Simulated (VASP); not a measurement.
Input of a VASP 6.6.1 run:

INCAR

```
PREC = Accurate
ENCUT = 500
EDIFF = 1E-6
ISMEAR = -1
SIGMA = 0.05
LREAL = F
LASPH = T
NELM = 200
ALGO = Normal
ISIF = 2
LWAVE = F
LCHARG = T
MAGMOM = 0 0 0 0 0 0
LORBIT = 11
LSORBIT = T
GGA_COMPAT = F
LORBMOM = T
GGA = PS
LVHAR = T
NBANDS = 32
```

File KPOINTS:

```
regular mesh
0
Gamma
  7 7 7
```

The input POSCAR:

```
TePb
1.0
    0.0000000000      3.2093147829      3.2093147829
    3.2093147829      0.0000000000      3.2093147829
    3.2093147829      3.2093147829      0.0000000000
Pb Te
1 1
Direct
    0.0000000000      0.0000000000      0.0000000000
    0.5000000000      0.5000000000      0.5000000000
```

Potentials or basis: VASP PAW PBE potentials, release 64 (Pb_d, Te).

Run with:

```console
$ cat potpaw_PBE.64/Pb_d/POTCAR potpaw_PBE.64/Te/POTCAR > POTCAR
$ mpirun -np 1 vasp_ncl > vasp.out
```

(1) Predict the net moment.

(2) What does it give for the pressure?

Answers

(1) 0.00 μB per cell.

(2) 0.3 GPa.

Caveat: the PAW data sets were made with another functional, which shifts forces and pressure a little.
